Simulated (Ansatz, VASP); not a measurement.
One calculation of TaH, two programs

```xyz
2
Lattice="2.9693 0.0000 0.0000 -1.4847 2.5715 0.0000 0.0000 0.0000 2.8156" Properties=species:S:1:pos:R:3 pbc="T T T"
Ta    0.0000    0.0000    1.4078
H     1.4847    0.8572    0.0000
```

Alike in both runs: functional PBE; k mesh 7 × 7 × 5; occupations gaussian, width 0.2 eV; no spin polarisation.

Ansatz relaxed the structure, and its values are those at the end. VASP's run is a single point on that final structure, the one shown.

|  | VASP | Ansatz |
| --- | --- | --- |
| version | VASP 6.6.1 | Ansatz 0.2.0 |
| potentials or method | VASP PAW PBE potentials, release 64 (Ta_pv, H), cutoff 500 eV | scalar-relativistic, plane waves, PAW |
| valence electrons in the cell | 12 | 14 |

|  | VASP | Ansatz | Ansatz less VASP |
| --- | --- | --- | --- |
| gap on the k mesh at the Fermi level (eV) | none | none | - |
| pressure (GPa) | -0.1 | -0.1 | -0.01 |

A gap of «none» marks a metal or a gap that the smearing closes. With one functional, cell and mesh, what is left measures potentials, basis and numerics. VASP's potentials hold 12 valence electrons a cell and Ansatz's 14, so a difference there can come from the potentials and not from the codes.

The k mesh is coarse, so the values compare programs but aren't converged. Neither program's run includes spin-orbit coupling.
